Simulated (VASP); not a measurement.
Crystal: Au.

```
CELL_PARAMETERS angstrom
2.74841 0.00000 0.00000
0.00000 2.74841 0.00000
0.00000 0.00000 2.74841
ATOMIC_POSITIONS crystal
Au 0.50000 0.50000 0.50000
```

| Quantity | Value |
| --- | --- |
| Program | VASP 6.6.1 |
| Task | relaxation of cell and atoms |
| Functional | revPBE |
| Potentials or basis | VASP PAW PBE potentials, release 64 (Au) |
| Cutoff | 600 eV |
| k mesh | 10 × 10 × 10 |
| Occupations | fermi-dirac, width 0.05 eV |
| Spin | no spin polarisation |

At the start: pressure 2.5 GPa; volume 20.76 Å³/atom.

Problem. Where does the relaxation end?

Solution. Over 3 steps the energy falls by 4.0 meV/atom and the volume is 21.28 Å³/atom (+2.5 %); space group Pm-3m (No. 221, to 0.05 Å).

Step by step:
| step | energy change (eV) | largest force (eV/Å) | pressure (GPa) | volume (Å³) |
| --- | --- | --- | --- | --- |
| 1 | 0.0000 | 0.0000 | 2.53 | 20.76 |
| 2 | -0.0009 | 0.0000 | -2.01 | 21.76 |
| 3 | -0.0040 | 0.0000 | 0.00 | 21.28 |

Final structure:
```
Au
1.0
     2.77123    0.00000    0.00000
     0.00000    2.77123    0.00000
     0.00000    0.00000    2.77123
Au
1
Direct
  0.50000 0.50000 0.50000
```

Caveat: the PAW data sets were made with another functional, which shifts forces and pressure a little.
